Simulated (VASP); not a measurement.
Set up this calculation in VASP 6.6.1, as the native input.

```
Task                   : single point
Functional             : PBE
Potentials or basis    : VASP PAW PBE potentials, release 64 (Zr_sv)
Cutoff                 : 520 eV
k mesh                 : 8 × 8 × 11
Occupations            : fermi-dirac, width 0.05 eV
Spin                   : collinear spin, ferromagnetic start
Starting moments       : [1.0, 1.0, 1.0] μB
Dipole correction      : no
Further INCAR settings : ALGO = Normal; EDIFF = 1e-06; NBANDS = 29
```

The structure of Zr lies in POSCAR:

```
Zr
1.0
    5.2363946431      0.0000000000      0.0000000000
   -2.6181973215      4.5348507851      0.0000000000
    0.0000000000      0.0000000000      3.2687568827
Zr
3
Direct
    1.0000000000      0.0000000000      0.0000000000
    0.3333333333      0.6666666667      0.5000000000
    0.6666666667      0.3333333333      0.5000000000
```

This cell differs from its parent crystal: volume scaled by 1.12.

These files were run (other wordings do the same):

INCAR

```
SYSTEM = Zr
PREC = Accurate ; ENCUT = 520
EDIFF = 1E-6 ; ISMEAR = -1
SIGMA = 0.05 ; LREAL = .False.
LASPH = .True. ; NELM = 150
ALGO = Normal ; ISIF = 2
LWAVE = .False. ; LCHARG = .True.
ISPIN = 2 ; MAGMOM = 1 1 1
LORBIT = 11 ; LMAXMIX = 4
GGA = PE ; LELF = .True.
LVHAR = .True. ; NBANDS = 29
```

KPOINTS

```
regular mesh
0
Gamma
  8 8 11
  0 0 0
```

Potentials or basis: VASP PAW PBE potentials, release 64 (Zr_sv).

Run with:

```sh
$ cat potpaw_PBE.64/Zr_sv/POTCAR > POTCAR
$ mpirun -np 1 vasp_std > vasp.out
```

It gave:

The pressure is -8.8 GPa, the band gap on the k mesh is zero (filled and empty bands overlap) and the net moment is 0.00 μB per cell. The valence electrons inside the program's atomic spheres are Zr 9.60, 9.77.

Run time: 4.9 min on 1 thread of Oxide Virtual Turin-like Processor, on a shared host, peak memory 0.29 GiB.
